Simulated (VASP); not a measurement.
A run of VASP 6.6.1 is set up as follows.

Contents of INCAR:

```
PREC = Accurate ; ENCUT = 520
EDIFF = 1E-7 ; ISMEAR = 0
SIGMA = 0.05 ; LREAL = F
LASPH = T ; NELM = 150
ALGO = Normal ; ISIF = 2
LWAVE = F ; LCHARG = F
ISPIN = 2 ; MAGMOM = 3 0
LORBIT = 11 ; LMAXMIX = 4
LDAU = T ; LDAUTYPE = 1
LDAUL = 2 -1 ; LDAUU = 4 0
LDAUJ = 0.5 0 ; LDAUPRINT = 1
GGA = PS ; NBANDS = 18
```

KPOINTS

```
Automatic mesh
0
Gamma
  9 9 9
```

POSCAR

```
CoO
1.0
   -1.5080004400      1.5080004400      2.1072503600
    1.5080004400     -1.5080004400      2.1072503600
    1.5080004400      1.5080004400     -2.1072503600
Co O
1 1
Direct
    0.0000000000      0.0000000000      0.0000000000
    0.5000000000      0.5000000000      0.0000000000
```

Potentials or basis: VASP PAW PBE potentials, release 64 (Co, O).

Run with:

```sh
$ cat potpaw_PBE.64/Co/POTCAR potpaw_PBE.64/O/POTCAR > POTCAR
$ mpirun -np 1 vasp_std > vasp.out
```

What does it give for the net moment?

3.00 μB per cell.

What does it give for the site moments?

Co +2.75; O +0.24 μB.

Eigenvalues of the final occupation matrices:
| site | spin | trace | eigenvalues |
| --- | --- | --- | --- |
| site 1 d | 1 | 4.93 | 0.96 0.97 0.97 1.01 1.02 |
| site 1 d | 2 | 2.22 | 0.12 0.16 0.49 0.49 0.96 |

Caveat: a cell with one magnetic atom can't hold antiferromagnetic order, which such compounds often take. The state reached can hang on the start; a lower one may exist.
